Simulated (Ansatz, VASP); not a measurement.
**Co: VASP beside Ansatz**

```
CELL_PARAMETERS angstrom
-1.39291 1.39291 1.39291
1.39291 -1.39291 1.39291
1.39291 1.39291 -1.39291
ATOMIC_POSITIONS crystal
Co 0.00000 0.00000 0.00000
```

Alike in both runs: task single point; functional PBE; k mesh 13 × 13 × 13; occupations fermi-dirac, width 0.05 eV; collinear spin.

|  | VASP | Ansatz |
| --- | --- | --- |
| version | VASP 6.6.1 | Ansatz 0.2.0 |
| potentials or method | VASP PAW PBE potentials, release 64 (Co) | Ansatz PAW |
| plane-wave cutoff (eV) | 520 | 420 |
| valence electrons in the cell | 9 | 17 |

|  | VASP | Ansatz | Ansatz less VASP |
| --- | --- | --- | --- |
| gap on the k mesh at the Fermi level (eV) | none | none | - |
| pressure (GPa) | 4.5 | 5.0 | +0.53 |
| net moment per atom (μB) | 1.68 | 1.69 | +0.009 |
| size of the moment on the site where the two differ most (μB) | 1.70 | 1.76 | +0.056 |

Site moments also hang on the region over which each program counts them. A gap of «none» marks a metal or a gap that the smearing closes. VASP's potentials hold 9 valence electrons a cell and Ansatz's 17, so a difference there can come from the potentials and not from the codes.
